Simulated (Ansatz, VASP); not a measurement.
## Zr: VASP beside Ansatz

```
Zr
1.0
     3.22910    0.00000    0.00000
    -1.61455    2.79648    0.00000
     0.00000    0.00000    5.19247
Zr
2
Direct
  0.33333 0.66667 0.25000
  0.66667 0.33333 0.75000
```

Alike in both runs: functional PBE; k mesh 12 × 12 × 8; occupations fermi-dirac, width 0.15 eV; no spin polarisation.

Ansatz relaxed the structure, and its values are those at the end. VASP's run is a single point on that final structure, the one shown.

|  | VASP | Ansatz |
| --- | --- | --- |
| version | VASP 6.6.1 | Ansatz 0.2.0 |
| potentials or method | VASP PAW PBE potentials, release 64 (Zr_sv), cutoff 520 eV | scalar-relativistic, plane waves, PAW |
| valence electrons in the cell | 24 | 24 |

|  | VASP | Ansatz | Ansatz less VASP |
| --- | --- | --- | --- |
| gap on the k mesh at the Fermi level (eV) | none | none | - |
| pressure (GPa) | 0.0 | 0.0 | +0.02 |

A gap of «none» marks a metal or a gap that the smearing closes. With one functional, cell and mesh, what is left measures potentials, basis and numerics.
